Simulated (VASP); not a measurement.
Crystal: LiBe.

```
Li Be
1.0
     2.61000    0.00000    0.00000
     0.00000    2.61000    0.00000
     0.00000    0.00000    3.52350
Li Be
1 1
Direct
  0.00000 0.00000 0.00000
  0.50000 0.50000 0.50000
```

| Property | Result |
| --- | --- |
| Program | VASP 6.6.1 |
| Task | relaxation of cell and atoms |
| Functional | PBE |
| Potentials or basis | VASP PAW PBE potentials, release 64 (Li_sv, Be) |
| Cutoff | 600 eV |
| k mesh | 18 × 18 × 13 |
| Occupations | fermi-dirac, width 0.1 eV |
| Spin | no spin polarisation |

At the start: pressure -2.8 GPa; volume 12.00 Å³/atom.

How do energy, volume and symmetry change on relaxing?

Over 14 steps the energy falls by 53.8 meV/atom and the volume is 11.02 Å³/atom (-8.2 %); space group P4/mmm (No. 123, to 0.1 Å) before and after.

The path:
```
step  energy change (eV)  largest force (eV/Å)  pressure (GPa)  volume (Å³)
   1              0.0000                0.0000           -2.79        24.00
   2             -0.0121                0.0000           -1.58        23.28
   3             -0.0193                0.0000            0.29        22.35
   4             -0.0195                0.0000            0.63        22.20
   5             -0.0244                0.0000            0.71        22.16
   6             -0.0415                0.0000            0.98        22.02
   7             -0.0868                0.0000            1.53        21.65
   8             -0.0142                0.0000            4.06        20.53
   9             -0.1002                0.0000            1.85        21.43
  10             -0.1010                0.0000            2.24        21.22
  11             -0.1023                0.0000            2.09        21.30
  12             -0.1042                0.0000           -0.19        22.15
  13             -0.1059                0.0000            0.71        21.80
  14             -0.1075                0.0000            0.18        22.04
```

Final structure:
```yaml
crystal:
  lattice:
    - [2.32551, 0.00000, 0.00000]
    - [0.00000, 2.32551, 0.00000]
    - [0.00000, 0.00000, 4.07519]
  atoms:
    - { symbol: Li, position: [0.00000, 0.00000, 0.00000] }
    - { symbol: Be, position: [0.50000, 0.50000, 0.50000] }
```

Caveat: the cutoff is under 1.25 times the usual one of these potentials, so pressure, stress and relaxed cells hold a basis-set (Pulay) error; a cell axis changed by over 15 % at a fixed basis, so the end point is rough.
